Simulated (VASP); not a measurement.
# ScSn3Se (P4mm) in VASP: notebook

The runs below take ScSn3Se through single point, relaxation of cell and atoms, with PBE.

All numbers are computed with VASP 6.6.1; they aren't measurements. Logs are shortened: lines on timing, memory, paths and dates and some standing lists are left out, and cuts for length are marked.

**1. The cell of the first run**

Symmetry: P4mm, No. 99, tetragonal system. Conventional cell: a = 4.654 Å, b = 4.654 Å, c = 5.887 Å, α = 90.00°, β = 90.00°, γ = 90.00°. Within 4.4 Å of Sc (site symmetry 4mm) lie 12 Sn at 3.36 to 3.83 Å and 4 Se at 3.72 Å. Within 3.4 Å of Sn (site symmetry 2mm) lie 2 Se at 2.58 Å and 6 Sn at 3.29 to 3.31 Å. Within 3.5 Å of Sn (site symmetry 4mm) lie 2 Se at 2.43 to 3.46 Å and 4 Sn at 3.31 Å and 4 Sc at 3.36 Å. Se (site symmetry 4mm) has 5 Sn at 2.43 to 2.58 Å within 3.2 Å.

The cell was generated, and may not be a known phase.

**2. Single point, PBE**

INCAR

```
SYSTEM = ScSn3Se
ALGO = Normal ; EDIFF = 1E-7
ENCUT = 520 ; GGA = PE
ISIF = 2 ; ISMEAR = 0
LASPH = .True. ; LCHARG = .False.
LREAL = .False. ; LWAVE = .False.
NBANDS = 38 ; NELM = 80
PREC = Accurate ; SIGMA = 0.1
```

KPOINTS

```
k-points
0
Gamma
  4 4 4
  0 0 0
```

POSCAR

```
ScSn3Se
1.0
    4.6537365100      0.0000000000      0.0000000000
    0.0000000000      4.6537365100      0.0000000000
    0.0000000000      0.0000000000      5.8866418700
Sc Sn Se
1 3 1
Direct
    0.0000000000      0.0000000000      0.9824594300
    0.0000000000      0.5000000000      0.4995295400
    0.5000000000      0.5000000000      0.0993413100
    0.5000000000      0.0000000000      0.4995295400
    0.5000000000      0.5000000000      0.6870401500
```

Potentials or basis: VASP PAW PBE potentials, release 64 (Sc_sv, Sn_d, Se).

Run with:

```
> cat potpaw_PBE.64/Sc_sv/POTCAR potpaw_PBE.64/Sn_d/POTCAR potpaw_PBE.64/Se/POTCAR > POTCAR
> mpirun -np 1 vasp_std > vasp.out
```

OUTCAR:

```text
SYSTEM = ScSn3Se
   EDIFF = 1E-7
   ENCUT = 520
   GGA = PE
   ISIF = 2
   ISMEAR = 0
   LASPH = .True.
   LREAL = .False.
   NELM = 80
   PREC = Accurate

 ion  position               nearest neighbor table
   1  0.000  0.000  0.982-   3 3.36   3 3.36   3 3.36   3 3.36
   2  0.000  0.500  0.500-   5 2.58   5 2.58   4 3.29   4 3.29   4 3.29   4 3.29   3 3.31   3 3.31

   3  0.500  0.500  0.099-   5 2.43   4 3.31   2 3.31   4 3.31   2 3.31   1 3.36   1 3.36   1 3.36
                             1 3.36
   4  0.500  0.000  0.500-   5 2.58   5 2.58   2 3.29   2 3.29   2 3.29   2 3.29   3 3.31   3 3.31

   5  0.500  0.500  0.687-   3 2.43   2 2.58   4 2.58   4 2.58   2 2.58

  LATTYP: Found a simple tetragonal cell.
 ALAT       =     4.6537365100
 C/A-ratio  =     1.2649280546

  Lattice vectors:

 A1 = (   4.6537365100,   0.0000000000,   0.0000000000)
 A2 = (   0.0000000000,   4.6537365100,   0.0000000000)
 A3 = (   0.0000000000,   0.0000000000,   5.8866418700)

Analysis of symmetry for initial positions (statically):
=====================================================================
 Subroutine PRICEL returns:
 Original cell was already a primitive cell.

 Routine SETGRP: Setting up the symmetry group for a
 simple tetragonal supercell.

 Subroutine GETGRP returns: Found  8 space group operations
 (whereof  8 operations were pure point group operations)
 out of a pool of 16 trial point group operations.

The static configuration has the point symmetry C_4v.

Analysis of symmetry for dynamics (positions and initial velocities):
=====================================================================
 Subroutine PRICEL returns:
 Original cell was already a primitive cell.

 Routine SETGRP: Setting up the symmetry group for a
 simple tetragonal supercell.

 Subroutine GETGRP returns: Found  8 space group operations
 (whereof  8 operations were pure point group operations)
 out of a pool of 16 trial point group operations.

The dynamic configuration has the point symmetry C_4v.

 Subroutine INISYM returns: Found  8 space group operations
 (whereof  8 operations are pure point group operations),
 and found     1 'primitive' translations

----------------------------------------------------------------------------------------

                                     Primitive cell

  volume of cell :     127.4886

  direct lattice vectors                    reciprocal lattice vectors
     4.653736510  0.000000000  0.000000000     0.214881096  0.000000000  0.000000000
     0.000000000  4.653736510  0.000000000     0.000000000  0.214881096  0.000000000
     0.000000000  0.000000000  5.886641870     0.000000000  0.000000000  0.169876140

  length of vectors
     4.653736510  4.653736510  5.886641870     0.214881096  0.214881096  0.169876140

  position of ions in fractional coordinates (direct lattice)
     0.000000000  0.000000000  0.982459430
     0.000000000  0.500000000  0.499529540
     0.500000000  0.500000000  0.099341310
     0.500000000  0.000000000  0.499529540
     0.500000000  0.500000000  0.687040150

  ion indices of the primitive-cell ions
   primitive index   ion index
                 1           1
                 2           2
                 3           3
                 4           4
                 5           5

----------------------------------------------------------------------------------------

 KPOINTS: k-points

Automatic generation of k-mesh.
 Grid dimensions read from file:
 generate k-points for:    4    4    4

 Generating k-lattice:

  Cartesian coordinates                     Fractional coordinates (reciprocal lattice)
     0.053720274  0.000000000  0.000000000     0.250000000  0.000000000  0.000000000
     0.000000000  0.053720274  0.000000000     0.000000000  0.250000000  0.000000000
     0.000000000  0.000000000  0.042469035     0.000000000  0.000000000  0.250000000

  Length of vectors
     0.053720274  0.053720274  0.042469035

  Shift w.r.t. Gamma in fractional coordinates (k-lattice)
     0.000000000  0.000000000  0.000000000

 Subroutine IBZKPT returns following result:
 ===========================================

 Found     18 irreducible k-points:

 Following reciprocal coordinates:
            Coordinates               Weight
  0.000000  0.000000  0.000000      1.000000
  0.250000  0.000000  0.000000      4.000000
  0.500000  0.000000  0.000000      2.000000
  0.250000  0.250000  0.000000      4.000000
  0.500000  0.250000  0.000000      4.000000
  0.500000  0.500000  0.000000      1.000000
[... 10 lines left out ...]
  0.500000  0.250000  0.500000      4.000000
  0.500000  0.500000  0.500000      1.000000
   k-points           NKPTS =     18   k-points in BZ     NKDIM =     18   number of bands    NBANDS=     38
   number of dos      NEDOS =    301   number of ions     NIONS =      5
   total plane-waves  NPLWV =  62208
   dimension x,y,z NGX =    36 NGY =   36 NGZ =   48
   dimension x,y,z NGXF=    72 NGYF=   72 NGZF=   96
   ions per type =               1   3   1
   NGX,Y,Z   is equivalent  to a cutoff of  12.86, 12.86, 13.56 a.u.
   NGXF,Y,Z  is equivalent  to a cutoff of  25.72, 25.72, 27.11 a.u.
 SYSTEM =  ScSn3Se
   PREC   = accura    normal or accurate (medium, high low for compatibility)
   ISTART =      0    job   : 0-new  1-cont  2-samecut
   ICHARG =      2    charge: 1-file 2-atom 10-const
   ISPIN  =      1    spin polarized calculation?
   LNONCOLLINEAR =      F non collinear calculations
   LSORBIT =      F    spin-orbit coupling
   LASPH  =      T    aspherical Exc in radial PAW
   ENCUT  =  520.0 eV  38.22 Ry    6.18 a.u.   8.65  8.65 10.95*2*pi/ulx,y,z
   NELM   =     80;   NELMIN=  2; NELMDL= -5     # of ELM steps
   EDIFF  = 0.1E-06   stopping-criterion for ELM
   LREAL  =      F    real-space projection
   EDIFFG = 0.1E-05   stopping-criterion for IOM
   NSW    =      0    number of steps for IOM
   IBRION =     -1    ionic relax: 0-MD 1-quasi-New 2-CG
   NFREE  =      0    steps in history (QN), initial steepest desc. (CG)
   ISIF   =      2    stress and relaxation
   ISYM   =      2    0-nonsym 1-usesym 2-fastsym
   POTIM  = 0.5000    time-step for ionic-motion
   TEBEG  =    0.0;   TEEND  =   0.0 temperature during run
   PSTRESS=    0.0 pullay stress
   NELECT =      59.0000    total number of electrons
   NUPDOWN=      -1.0000    fix difference up-down
   EMIN   =  10.00;   EMAX   =-10.00  energy-range for DOS
   EFERMI =   0.00;   METHOD = LEGACY
   ISMEAR =     0;   SIGMA  =   0.10  broadening in eV -4-tet -1-fermi 0-gaus
   EFERMI_NEDOS =   21; number of points for ismear=-14 and -15
   IALGO  =     38    algorithm
   IMIX   =      4    mixing-type and parameters
     AMIX     =   0.40;   BMIX     =  1.00
     AMIX_MAG =   1.60;   BMIX_MAG =  1.00
  volume/ion in A,a.u.               =      25.50       172.07
  Fermi-wavevector in a.u.,A,eV,Ry     =   1.266296  2.392952 21.817004  1.603505
  Thomas-Fermi vector in A             =   2.399504
   LORBIT       =      0    0 simple, 1 ext, 2 COOP (PROOUT), +10 PAW based schemes
   GGA     = PE    functional components
   LHFCALC =     F    Hartree Fock is set to
   AEXX    =    0.0000 exact exchange contribution
   IVDW    =     0    specifies the selected vdW correction
   LEPSILON=     F    determine dielectric tensor
   LRPA    =     F    only Hartree local field effects (RPA)
 non-spin polarized calculation
 Gauss-broadening in eV      SIGMA  =   0.10
  energy-cutoff  :      520.00
  volume of cell :      127.49
 maximum number of plane-waves:      3454
 NGX is ok and might be reduce to    36
   NGX = 17   NGY = 17   NGZ = 21

 number of electron      58.9999969 magnetization

 Free energy of the ion-electron system (eV)
  ---------------------------------------------------
  ext. energy  EPLUGINS =         0.00000000
  ---------------------------------------------------
  free energy    TOTEN  =       -18.88505401 eV

  energy without entropy =      -18.86117539  energy(sigma->0) =      -18.87311470

 E-fermi :   7.2328     XC(G=0): -10.1263

 val. band max:        7.2303736701   @ k =   0.2500   0.0000   0.5000
 cond. band min:       7.2405731739   @ k =   0.5000   0.2500   0.0000
 fundamental gap:      0.0101995037
 Fermi energy:         7.2327854565

 k-point     1 :       0.0000    0.0000    0.0000
  band No.  band energies     occupation
      1     -43.6245      2.00000
      2     -22.2599      2.00000
      3     -22.2025      2.00000
      4     -22.2025      2.00000
      5     -14.7311      2.00000
      6     -14.6325      2.00000
[... 30 lines left out ...]
     37       8.5143      0.00000
     38       9.2099      0.00000

 k-point     2 :       0.2500    0.0000    0.0000
  band No.  band energies     occupation
      1     -43.6244      2.00000
      2     -22.2598      2.00000
      3     -22.2046      2.00000
      4     -22.2025      2.00000
      5     -14.6904      2.00000
      6     -14.5929      2.00000
[... 30 lines left out ...]
     37       9.5311      0.00000
     38       9.9840      0.00000

 k-point     3 :       0.5000    0.0000    0.0000
  band No.  band energies     occupation
      1     -43.6244      2.00000
      2     -22.2596      2.00000
      3     -22.2066      2.00000
      4     -22.2025      2.00000
      5     -14.6292      2.00000
      6     -14.5486      2.00000
[... 30 lines left out ...]
     37      10.0478      0.00000
     38      10.8379      0.00000

 k-point     4 :       0.2500    0.2500    0.0000
  band No.  band energies     occupation
      1     -43.6244      2.00000
      2     -22.2596      2.00000
      3     -22.2045      2.00000
      4     -22.2042      2.00000
      5     -14.6640      2.00000
      6     -14.5817      2.00000
[... 30 lines left out ...]
     37      10.5771      0.00000
     38      11.0465      0.00000
[... 457 lines left out ...]
      4     -22.2042      2.00000
      5     -14.6521      2.00000
      6     -14.5868      2.00000
[... 30 lines left out ...]
     37       9.9928      0.00000
     38      10.4662      0.00000

 k-point    17 :       0.5000    0.2500    0.5000
  band No.  band energies     occupation
      1     -43.6243      2.00000
      2     -22.2596      2.00000
      3     -22.2062      2.00000
      4     -22.2042      2.00000
      5     -14.6249      2.00000
      6     -14.5755      2.00000
[... 30 lines left out ...]
     37      11.1927      0.00000
     38      11.2114      0.00000

 k-point    18 :       0.5000    0.5000    0.5000
  band No.  band energies     occupation
      1     -43.6242      2.00000
      2     -22.2594      2.00000
      3     -22.2059      2.00000
      4     -22.2059      2.00000
      5     -14.6348      2.00000
      6     -14.5900      2.00000
[... 30 lines left out ...]
     37      10.9855      0.00000
     38      10.9855      0.00000

------------------------ aborting loop because EDIFF is reached ----------------------------------------

  FORCE on cell =-STRESS in cart. coord.  units (eV):
  Direction    XX          YY          ZZ          XY          YZ          ZX
  --------------------------------------------------------------------------------------
  -------------------------------------------------------------------------------------
  Total        8.3574288      8.3574288     10.4890470      0.0000000      0.0000000      0.0000000
  in kB      105.0296867    105.0296867    131.8182127      0.0000000      0.0000000      0.0000000
  external PRESSURE =     113.9591953 kB  Pullay stress =       0.0000000 kB

 VOLUME and BASIS-vectors are now :
 -----------------------------------------------------------------------------
  energy-cutoff  :      520.00
  volume of cell :      127.49
      direct lattice vectors                 reciprocal lattice vectors
     4.653736510  0.000000000  0.000000000     0.214881096  0.000000000  0.000000000
     0.000000000  4.653736510  0.000000000     0.000000000  0.214881096  0.000000000
     0.000000000  0.000000000  5.886641870     0.000000000  0.000000000  0.169876140

 POSITION                                       TOTAL-FORCE (eV/Angst)
 -----------------------------------------------------------------------------------
      0.00000      0.00000      5.78339         0.000000      0.000000      0.472299
      0.00000      2.32687      2.94055        -0.000000     -0.000000     -1.559469
      2.32687      2.32687      0.58479         0.000000      0.000000      2.265954
      2.32687      0.00000      2.94055         0.000000      0.000000     -1.559469
      2.32687      2.32687      4.04436         0.000000      0.000000      0.380685
 -----------------------------------------------------------------------------------
    total drift:                                0.000000     -0.000000     -0.000466

  FREE ENERGIE OF THE ION-ELECTRON SYSTEM (eV)
  ---------------------------------------------------
  free  energy   TOTEN  =       -18.8850540132 eV

  energy  without entropy=      -18.8611753934  energy(sigma->0) =      -18.87311470
```

Run time: 43 s. Hardware: 1 thread of Intel Xeon 6975P-C (Granite Rapids), shared host; peak memory 0.28 GiB.

Results:

- Free energy: -18.8851 eV
- Pressure: 11.4 GPa
- Largest force: 2.266 eV/Å
- Band gap on the k mesh: zero (an odd number of electrons rules out a gap without spin polarisation)

Forces on the atoms (eV/Å):
```
Sc   0.000  0.000  0.472
Sn   0.000  0.000 -1.559
Sn   0.000  0.000  2.266
Sn   0.000  0.000 -1.559
Se   0.000  0.000  0.381
```

Levels at points of the mesh, in eV from the Fermi level:
```csv
k point,band 25,band 26,band 27,band 28,band 29,band 30,band 31,band 32,band 33,band 34
"(0.00, 0.00, 0.00)",-5.11,-3.80,-0.31,-0.25,-0.25,0.26,0.66,0.93,0.93,1.09
"(0.50, 0.00, 0.00)",-3.83,-3.53,-2.35,-0.48,-0.45,-0.45,0.06,0.68,0.92,1.93
"(0.50, 0.50, 0.00)",-4.38,-3.28,-3.28,-1.30,-1.30,0.93,1.14,1.19,1.19,1.19
"(0.00, 0.00, 0.50)",-5.01,-3.58,-1.40,-1.40,-1.28,-0.97,0.46,0.68,0.81,0.81
"(0.50, 0.00, 0.50)",-4.97,-3.13,-1.40,-0.85,-0.65,-0.35,0.14,0.95,1.04,1.29
"(0.50, 0.50, 0.50)",-4.39,-4.07,-2.66,-0.46,-0.38,0.66,0.66,0.97,1.21,1.30
```

Caveat: the cell stands under pressure; spin-orbit coupling is left out, which moves the levels of the heavy elements; forces of over 1 eV/Å act on the atoms, so gaps and moduli don't describe the material at rest.

(Continued in part 2 of 3.)

The gap in the log of VASP goes by the Fermi energy; the results here count the filled bands.